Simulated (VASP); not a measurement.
# NaI (I4/mmm) in VASP: notebook

Runs on NaI. Level: PBE. Tasks: single point.

All numbers are computed with VASP 6.6.1; they aren't measurements. Logs are shortened: lines on timing, memory, paths and dates and some standing lists are left out, and cuts for length are marked.

## (1) The cell of the first run

Symmetry: I4/mmm, No. 139, tetragonal system. Conventional cell: a = 4.577 Å, b = 4.577 Å, c = 5.502 Å, α = 90.00°, β = 90.00°, γ = 90.00°. Na (site symmetry 4/mmm) has 6 I at 2.75 to 3.24 Å within 3.6 Å. I (site symmetry 4/mmm) has 6 Na at 2.75 to 3.24 Å within 3.6 Å.

## (2) Single point, PBE (strain -0.1500 x Voigt [1, 0, 0, 0, 0, 0])

INCAR reads:

```
PREC = Accurate ; ENCUT = 500
EDIFF = 1E-6 ; ISMEAR = 0
SIGMA = 0.05 ; LREAL = F
LASPH = T ; NELM = 120
ALGO = Normal ; ISIF = 2
LWAVE = F ; LCHARG = F
GGA = PE ; NBANDS = 14
GGA_COMPAT = F
```

KPOINTS reads:

```
Automatic mesh
0
Gamma
  6 6 6
```

POSCAR reads:

```
NaI
1.0
    0.0000000000      3.2364000000      3.2364000000
    2.7509400000      0.0000000000      3.2364000000
    2.7509400000      3.2364000000      0.0000000000
Na I
1 1
Direct
    0.0000000000      0.0000000000      0.0000000000
    0.5000000000      0.5000000000      0.5000000000
```

Potentials or basis: VASP PAW PBE potentials, release 64 (Na_pv, I).

On the command line:

```bash
cat potpaw_PBE.64/Na_pv/POTCAR potpaw_PBE.64/I/POTCAR > POTCAR
mpirun -np 1 vasp_std > vasp.out
```

OUTCAR:

```text
PREC = Accurate
   ENCUT = 500
   EDIFF = 1E-6
   ISMEAR = 0
   LREAL = F
   LASPH = T
   NELM = 120
   ISIF = 2
   GGA = PE

 ion  position               nearest neighbor table
   1  0.000  0.000  0.000-   2 2.75   2 2.75
   2  0.500  0.500  0.500-   1 2.75   1 2.75

  LATTYP: Found a body centered tetragonal cell.
 ALAT       =     4.5769607733
 C/A-ratio  =     1.2020815280

  Lattice vectors:

 A1 = (  -2.7509400000,   0.0000000000,  -3.2364000000)
 A2 = (  -2.7509400000,   0.0000000000,   3.2364000000)
 A3 = (   2.7509400000,   3.2364000000,   0.0000000000)

Analysis of symmetry for initial positions (statically):
=====================================================================
 Subroutine PRICEL returns:
 Original cell was already a primitive cell.

 Routine SETGRP: Setting up the symmetry group for a
 body centered tetragonal supercell.

 Subroutine GETGRP returns: Found 16 space group operations
 (whereof 16 operations were pure point group operations)
 out of a pool of 16 trial point group operations.

The static configuration has the point symmetry D_4h.

Analysis of symmetry for dynamics (positions and initial velocities):
=====================================================================
 Subroutine PRICEL returns:
 Original cell was already a primitive cell.

 Routine SETGRP: Setting up the symmetry group for a
 body centered tetragonal supercell.

 Subroutine GETGRP returns: Found 16 space group operations
 (whereof 16 operations were pure point group operations)
 out of a pool of 16 trial point group operations.

The dynamic configuration has the point symmetry D_4h.

 Subroutine INISYM returns: Found 16 space group operations
 (whereof 16 operations are pure point group operations),
 and found     1 'primitive' translations

----------------------------------------------------------------------------------------

                                     Primitive cell

  volume of cell :      57.6283

  direct lattice vectors                    reciprocal lattice vectors
     0.000000000  3.236400000  3.236400000    -0.181756054  0.154492646  0.154492646
     2.750940000  0.000000000  3.236400000     0.181756054 -0.154492646  0.154492646
     2.750940000  3.236400000  0.000000000     0.181756054  0.154492646 -0.154492646

  length of vectors
     4.576960773  4.247582353  4.247582353     0.284202777  0.284202777  0.284202777

  position of ions in fractional coordinates (direct lattice)
     0.000000000  0.000000000  0.000000000
     0.500000000  0.500000000  0.500000000

  ion indices of the primitive-cell ions
   primitive index   ion index
                 1           1
                 2           2

----------------------------------------------------------------------------------------

 KPOINTS: Automatic mesh

Automatic generation of k-mesh.
 Grid dimensions read from file:
 generate k-points for:    6    6    6

 Generating k-lattice:

  Cartesian coordinates                     Fractional coordinates (reciprocal lattice)
    -0.030292676  0.025748774  0.025748774     0.166666667  0.000000000  0.000000000
     0.030292676 -0.025748774  0.025748774     0.000000000  0.166666667 -0.000000000
     0.030292676  0.025748774 -0.025748774     0.000000000 -0.000000000  0.166666667

  Length of vectors
     0.047367130  0.047367130  0.047367130

  Shift w.r.t. Gamma in fractional coordinates (k-lattice)
     0.000000000  0.000000000  0.000000000

 Subroutine IBZKPT returns following result:
 ===========================================

 Found     30 irreducible k-points:

 Following reciprocal coordinates:
            Coordinates               Weight
  0.000000  0.000000  0.000000      1.000000
  0.166667  0.000000  0.000000      8.000000
  0.333333  0.000000  0.000000      8.000000
  0.500000  0.000000  0.000000      4.000000
  0.166667  0.166667  0.000000      4.000000
  0.333333  0.166667 -0.000000     16.000000
[... 16 lines left out ...]
 -0.333333  0.500000  0.166667      4.000000
  0.333333 -0.333333  0.166667      8.000000
 [... further k-points ...]
   k-points           NKPTS =     30   k-points in BZ     NKDIM =     30   number of bands    NBANDS=     14
   number of dos      NEDOS =    301   number of ions     NIONS =      2
   total plane-waves  NPLWV =  36864
   dimension x,y,z NGX =    36 NGY =   32 NGZ =   32
   dimension x,y,z NGXF=    72 NGYF=   64 NGZF=   64
   ions per type =               1   1
   NGX,Y,Z   is equivalent  to a cutoff of  13.08, 12.52, 12.52 a.u.
   NGXF,Y,Z  is equivalent  to a cutoff of  26.15, 25.05, 25.05 a.u.
 SYSTEM =  unknown system
   PREC   = accura    normal or accurate (medium, high low for compatibility)
   ISTART =      0    job   : 0-new  1-cont  2-samecut
   ICHARG =      2    charge: 1-file 2-atom 10-const
   ISPIN  =      1    spin polarized calculation?
   LNONCOLLINEAR =      F non collinear calculations
   LSORBIT =      F    spin-orbit coupling
   LASPH  =      T    aspherical Exc in radial PAW
   ENCUT  =  500.0 eV  36.75 Ry    6.06 a.u.   8.34  7.74  7.74*2*pi/ulx,y,z
   NELM   =    120;   NELMIN=  2; NELMDL= -5     # of ELM steps
   EDIFF  = 0.1E-05   stopping-criterion for ELM
   LREAL  =      F    real-space projection
   EDIFFG = 0.1E-04   stopping-criterion for IOM
   NSW    =      0    number of steps for IOM
   IBRION =     -1    ionic relax: 0-MD 1-quasi-New 2-CG
   NFREE  =      0    steps in history (QN), initial steepest desc. (CG)
   ISIF   =      2    stress and relaxation
   ISYM   =      2    0-nonsym 1-usesym 2-fastsym
   POTIM  = 0.5000    time-step for ionic-motion
   TEBEG  =    0.0;   TEEND  =   0.0 temperature during run
   PSTRESS=    0.0 pullay stress
   NELECT =      14.0000    total number of electrons
   NUPDOWN=      -1.0000    fix difference up-down
   EMIN   =  10.00;   EMAX   =-10.00  energy-range for DOS
   EFERMI =   0.00;   METHOD = LEGACY
   ISMEAR =     0;   SIGMA  =   0.05  broadening in eV -4-tet -1-fermi 0-gaus
   EFERMI_NEDOS =   21; number of points for ismear=-14 and -15
   IALGO  =     38    algorithm
   IMIX   =      4    mixing-type and parameters
     AMIX     =   0.40;   BMIX     =  1.00
     AMIX_MAG =   1.60;   BMIX_MAG =  1.00
  volume/ion in A,a.u.               =      28.81       194.45
  Fermi-wavevector in a.u.,A,eV,Ry     =   1.021502  1.930358 14.197208  1.043465
  Thomas-Fermi vector in A             =   2.155130
   LORBIT       =      0    0 simple, 1 ext, 2 COOP (PROOUT), +10 PAW based schemes
   GGA     = PE    functional components
   LHFCALC =     F    Hartree Fock is set to
   AEXX    =    0.0000 exact exchange contribution
   IVDW    =     0    specifies the selected vdW correction
   LEPSILON=     F    determine dielectric tensor
   LRPA    =     F    only Hartree local field effects (RPA)
 non-spin polarized calculation
 Gauss-broadening in eV      SIGMA  =   0.05
  energy-cutoff  :      500.00
  volume of cell :       57.63
 maximum number of plane-waves:      1482
 NGX is ok and might be reduce to    36
   NGX = 17   NGY = 15   NGZ = 15

 number of electron      13.9999996 magnetization

 Free energy of the ion-electron system (eV)
  ---------------------------------------------------
  ext. energy  EPLUGINS =         0.00000000
  ---------------------------------------------------
  free energy    TOTEN  =        -5.02684456 eV

  energy without entropy =       -5.02684456  energy(sigma->0) =       -5.02684456

 E-fermi :   2.4349     XC(G=0):  -8.3458

 val. band max:        2.1247803537   @ k =   0.0000   0.0000   0.0000
 cond. band min:       6.2012699310   @ k =   0.0000   0.0000   0.0000
 fundamental gap:      4.0764895773
 Fermi energy:         2.4349497448

 k-point     1 :       0.0000    0.0000    0.0000
  band No.  band energies     occupation
      1     -20.2699      2.00000
      2     -20.2441      2.00000
      3     -20.2441      2.00000
      4      -9.4822      2.00000
      5       1.8933      2.00000
      6       2.1248      2.00000
      7       2.1248      2.00000
      8       6.2013      0.00000
      9       9.7106      0.00000
     10       9.7106      0.00000
     11      10.8506      0.00000
     12      11.0446      0.00000
     13      12.7288      0.00000
     14      12.9258      0.00000

 k-point     2 :       0.1667    0.0000    0.0000
  band No.  band energies     occupation
      1     -20.2719      2.00000
      2     -20.2454      2.00000
      3     -20.2446      2.00000
      4      -9.3610      2.00000
      5       1.0791      2.00000
      6       1.9384      2.00000
      7       1.9458      2.00000
      8       7.0608      0.00000
      9       9.5752      0.00000
     10       9.7509      0.00000
     11      10.7477      0.00000
     12      11.0833      0.00000
     13      11.9910      0.00000
     14      13.7793      0.00000

 k-point     3 :       0.3333    0.0000    0.0000
  band No.  band energies     occupation
      1     -20.2766      2.00000
      2     -20.2473      2.00000
      3     -20.2458      2.00000
      4      -9.0967      2.00000
      5      -0.2356      2.00000
      6       1.6111      2.00000
      7       1.8309      2.00000
      8       7.2689      0.00000
      9       9.2017      0.00000
     10      10.5984      0.00000
     11      11.0980      0.00000
     12      12.3937      0.00000
     13      12.8770      0.00000
     14      13.3834      0.00000
[... 324 lines left out ...]
 k-point    23 :      -0.3333    0.5000    0.1667
  band No.  band energies     occupation
      1     -20.2758      2.00000
      2     -20.2523      2.00000
      3     -20.2465      2.00000
      4      -8.8763      2.00000
      5      -0.2521      2.00000
      6       0.5729      2.00000
      7       1.2233      2.00000
      8       7.8463      0.00000
      9       8.6175      0.00000
     10      10.4464      0.00000
     11      10.4569      0.00000
     12      15.0239      0.00000
     13      15.8597      0.00000
     14      16.1219      0.00000

 k-point    24 :       0.3333   -0.3333    0.1667
  band No.  band energies     occupation
      1     -20.2776      2.00000
      2     -20.2487      2.00000
      3     -20.2483      2.00000
      4      -8.8882      2.00000
      5      -0.2264      2.00000
      6       0.5665      2.00000
      7       1.0555      2.00000
      8       8.7701      0.00000
      9       9.2329      0.00000
     10      10.6922      0.00000
     11      11.5911      0.00000
     12      13.4472      0.00000
     13      14.5727      0.00000
     14      14.6528      0.00000

 [... further k-points ...]

------------------------ aborting loop because EDIFF is reached ----------------------------------------

  FORCE on cell =-STRESS in cart. coord.  units (eV):
  Direction    XX          YY          ZZ          XY          YZ          ZX
  --------------------------------------------------------------------------------------
  -------------------------------------------------------------------------------------
  Total        5.3103518      0.8236115      0.8236115      0.0000000      0.0000000      0.0000000
  in kB      147.6380763     22.8979978     22.8979978      0.0000000      0.0000000      0.0000000
  external PRESSURE =      64.4780239 kB  Pullay stress =       0.0000000 kB

 VOLUME and BASIS-vectors are now :
 -----------------------------------------------------------------------------
  energy-cutoff  :      500.00
  volume of cell :       57.63
      direct lattice vectors                 reciprocal lattice vectors
     0.000000000  3.236400000  3.236400000    -0.181756054  0.154492646  0.154492646
     2.750940000  0.000000000  3.236400000     0.181756054 -0.154492646  0.154492646
     2.750940000  3.236400000  0.000000000     0.181756054  0.154492646 -0.154492646

 POSITION                                       TOTAL-FORCE (eV/Angst)
 -----------------------------------------------------------------------------------
      0.00000      0.00000      0.00000         0.000000     -0.000000      0.000000
      2.75094      3.23640      3.23640         0.000000      0.000000      0.000000
 -----------------------------------------------------------------------------------
    total drift:                                0.000000      0.000000      0.000000

  FREE ENERGIE OF THE ION-ELECTRON SYSTEM (eV)
  ---------------------------------------------------
  free  energy   TOTEN  =        -5.0268445568 eV

  energy  without entropy=       -5.0268445568  energy(sigma->0) =       -5.02684456
```

Wall time 21 s (1 thread of Intel Xeon 8259CL, shared host); peak memory 0.19 GiB.

Results:

| Property | Result |
| --- | --- |
| Free energy | -5.0268 eV |
| Pressure | 6.4 GPa |
| Band gap on the k mesh | 4.08 eV |

Stress tensor (GPa, compression positive):
```
14.76  0.00  0.00
 0.00  2.29  0.00
 0.00  0.00  2.29
```

Levels at points of the mesh, in eV from the valence-band top:
| k point | band 3 | band 4 | band 5 | band 6 | band 7 | band 8 | band 9 | band 10 | band 11 | band 12 |
| --- | --- | --- | --- | --- | --- | --- | --- | --- | --- | --- |
| (0.00, 0.00, 0.00) | -22.37 | -11.61 | -0.23 | 0.00 | 0.00 | 4.08 | 7.59 | 7.59 | 8.73 | 8.92 |
| (0.50, 0.00, 0.00) | -22.37 | -11.08 | -2.91 | -0.66 | -0.35 | 4.96 | 6.83 | 8.65 | 9.94 | 10.62 |
| (0.50, 0.50, 0.00) | -22.37 | -11.05 | -2.62 | -1.18 | -0.53 | 4.78 | 5.42 | 10.39 | 11.02 | 11.47 |
| (0.00, 0.50, 0.50) | -22.37 | -10.86 | -2.38 | -1.40 | -1.40 | 4.55 | 4.84 | 11.44 | 11.90 | 11.90 |

Caveat: the cell differs from its parent crystal (strain -0.1500 x Voigt [1, 0, 0, 0, 0, 0]); the stress differs along the axes, from 2 to 15 GPa; spin-orbit coupling is left out, which moves the levels of the heavy elements. A k mesh can miss the band edges.

## (3) Single point, PBE (strain -0.1125 x Voigt [1, 0, 0, 0, 0, 0])

INCAR reads:

```
PREC     = Accurate       # precision mode
ENCUT    = 500            # plane-wave cutoff, eV
EDIFF    = 1E-6           # SCF threshold, eV
ISMEAR   = 0              # smearing method
SIGMA    = 0.05           # smearing width, eV
LREAL    = False          # projectors in reciprocal space
LASPH    = True           # aspherical terms in the spheres
NELM     = 120            # most SCF steps
ALGO     = Normal         # electronic algorithm
ISIF     = 2              # what is computed and relaxed
LWAVE    = False          # write WAVECAR
LCHARG   = False          # write CHGCAR
GGA      = PE             # functional
NBANDS   = 14             # bands
GGA_COMPAT= False
```

KPOINTS is that of step 2.

POSCAR reads:

```
NaI
1.0
    0.0000000000      3.2364000000      3.2364000000
    2.8723050000      0.0000000000      3.2364000000
    2.8723050000      3.2364000000      0.0000000000
Na I
1 1
Direct
    0.0000000000      0.0000000000      0.0000000000
    0.5000000000      0.5000000000      0.5000000000
```

Potentials or basis: VASP PAW PBE potentials, release 64 (Na_pv, I).

On the command line:

```bash
cat potpaw_PBE.64/Na_pv/POTCAR potpaw_PBE.64/I/POTCAR > POTCAR
mpirun -np 1 vasp_std > vasp.out
```

Wall time 21 s (1 thread of Intel Xeon 8259CL, shared host); peak memory 0.19 GiB.

Results (log left out):

| Item | Value |
| --- | --- |
| Free energy | -5.2098 eV |
| Pressure | 4.0 GPa |
| Band gap on the k mesh | 3.95 eV |

Stress tensor (GPa, compression positive):
```
8.68 0.00 0.00
0.00 1.70 0.00
0.00 0.00 1.70
```

Levels at points of the mesh, in eV from the valence-band top:
| k point | band 4 | band 5 | band 6 | band 7 | band 8 | band 9 | band 10 | band 11 |
| --- | --- | --- | --- | --- | --- | --- | --- | --- |
| (0.00, 0.00, 0.00) | -11.43 | -0.17 | 0.00 | 0.00 | 3.95 | 7.66 | 7.66 | 8.48 |
| (0.50, 0.00, 0.00) | -10.97 | -2.70 | -0.54 | -0.32 | 5.02 | 7.00 | 8.22 | 9.61 |
| (0.50, 0.50, 0.00) | -10.93 | -2.41 | -1.08 | -0.60 | 4.67 | 5.43 | 10.27 | 11.11 |
| (0.00, 0.50, 0.50) | -10.79 | -2.28 | -1.20 | -1.20 | 4.50 | 5.05 | 11.08 | 11.71 |

Caveat: the cell differs from its parent crystal (strain -0.1125 x Voigt [1, 0, 0, 0, 0, 0]); the stress differs along the axes, from 2 to 9 GPa; spin-orbit coupling is left out, which moves the levels of the heavy elements.

## (4) Single point, PBE (strain -0.0750 x Voigt [1, 0, 0, 0, 0, 0])

INCAR reads:

```
ALGO = Normal ; EDIFF = 1E-6
ENCUT = 500 ; GGA = PE
GGA_COMPAT = F ; ISIF = 2
ISMEAR = 0 ; LASPH = T
LCHARG = F ; LREAL = F
LWAVE = F ; NBANDS = 14
NELM = 120 ; PREC = Accurate
SIGMA = 0.05
```

KPOINTS reads:

```
k-points
0
Gamma
  6 6 6
```

POSCAR reads:

```
NaI
1.0
    0.0000000000      3.2364000000      3.2364000000
    2.9936700000      0.0000000000      3.2364000000
    2.9936700000      3.2364000000      0.0000000000
Na I
1 1
Direct
    0.0000000000      0.0000000000      0.0000000000
    0.5000000000      0.5000000000      0.5000000000
```

On the command line:

```bash
cat potpaw_PBE.64/Na_pv/POTCAR potpaw_PBE.64/I/POTCAR > POTCAR
mpirun -np 1 vasp_std > vasp.out
```

Wall time 21 s (1 thread of Intel Xeon 8259CL, shared host); peak memory 0.19 GiB.

The run converged. Its results:

* Free energy: -5.3137 eV
* Pressure: 2.4 GPa
* Band gap on the k mesh: 3.84 eV

Stress tensor (GPa, compression positive):
```
4.67 0.00 0.00
0.00 1.20 0.00
0.00 0.00 1.20
```

Levels at points of the mesh, in eV from the valence-band top:
```
           k point  band 3  band 4  band 5  band 6  band 7  band 8  band 9  band 10  band 11  band 12
(0.00, 0.00, 0.00)  -22.39  -11.27   -0.11    0.00    0.00    3.84    7.74     7.74     8.27     9.38
(0.50, 0.00, 0.00)  -22.39  -10.87   -2.51   -0.44   -0.30    5.06    7.16     7.88     9.30    10.47
(0.50, 0.50, 0.00)  -22.39  -10.81   -2.22   -0.97   -0.65    4.59    5.46    10.14    11.19    11.63
(0.00, 0.50, 0.50)  -22.39  -10.73   -2.16   -1.03   -1.03    4.48    5.23    10.69    11.55    11.55
```

Caveat: the cell differs from its parent crystal (strain -0.0750 x Voigt [1, 0, 0, 0, 0, 0]); spin-orbit coupling is left out, which moves the levels of the heavy elements.

(Part 1 of 2 ends here.)
